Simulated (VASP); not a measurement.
Re: vibrations by perturbation theory with PBEsol

Crystal: Re.

```
CELL_PARAMETERS angstrom
2.75341 0.00000 0.00000
-1.37671 2.38452 0.00000
0.00000 0.00000 4.43748
ATOMIC_POSITIONS crystal
Re 0.33333 0.66667 0.25000
Re 0.66667 0.33333 0.75000
```

- Program: VASP 6.6.1
- Task: vibrations by perturbation theory
- Functional: PBEsol
- Potentials or basis: VASP PAW PBE potentials, release 64 (Re)
- Cutoff: 520 eV
- k mesh: 18 × 18 × 10
- Occupations: fermi-dirac, width 0.15 eV
- Spin: no spin polarisation
- Dipole correction: no
- Further INCAR settings: ALGO = Normal; EDIFF = 1e-08; NBANDS = 14; IBRION = 8; NSW = 1

The highest phonon frequency at Γ is 118 cm⁻¹.

Phonon frequencies in cm⁻¹ (negative: imaginary):
```csv
q point,frequencies
"(0.000, 0.000, 0.000)",0 0 0 116 118 118
```

Wall time 9.1 min on 1 thread of Intel(R) Xeon(R) Platinum 8488C (Sapphire Rapids), with other jobs on the host, peak memory 0.81 GiB.
